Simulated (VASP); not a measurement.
Input of a VASP 6.6.1 run:

INCAR

```
SYSTEM = TaSi2
PREC = Accurate ; ENCUT = 520
EDIFF = 1E-7 ; ISMEAR = 0
SIGMA = 0.1 ; LREAL = .False.
LASPH = .True. ; NELM = 100
ALGO = Normal ; ISIF = 2
LWAVE = .False. ; LCHARG = .False.
GGA = PE ; NBANDS = 16
```

The input KPOINTS:

```
regular mesh
0
Gamma
  18 18 8
  0 0 0
```

Contents of POSCAR:

```
TaSi2
1.0
    2.4434270719     -1.5562532717      0.0042541889
    2.4434270719      1.5562532717      0.0042541889
   -0.0713114171      0.0000000000      6.1413874879
Ta Si
1 2
Direct
    0.0000000000      0.0000000000      0.5000000000
    0.6614872459      0.6614872459      0.8388793256
    0.3385127541      0.3385127541      0.1611206744
```

Potentials or basis: VASP PAW PBE potentials, release 64 (Ta_pv, Si).

The run is started by

```sh
$ cat potpaw_PBE.64/Ta_pv/POTCAR potpaw_PBE.64/Si/POTCAR > POTCAR
$ mpirun -np 1 vasp_std > vasp.out
```

Question: Predict the pressure.

Answer: 0.1 GPa.

Question: Estimate the largest force.

Answer: 0.008 eV/Å.

Forces in eV/Å, atoms in the order of the input:
```
Ta   0.000  0.000  0.000
Si  -0.001  0.000  0.008
Si   0.001  0.000 -0.008
```
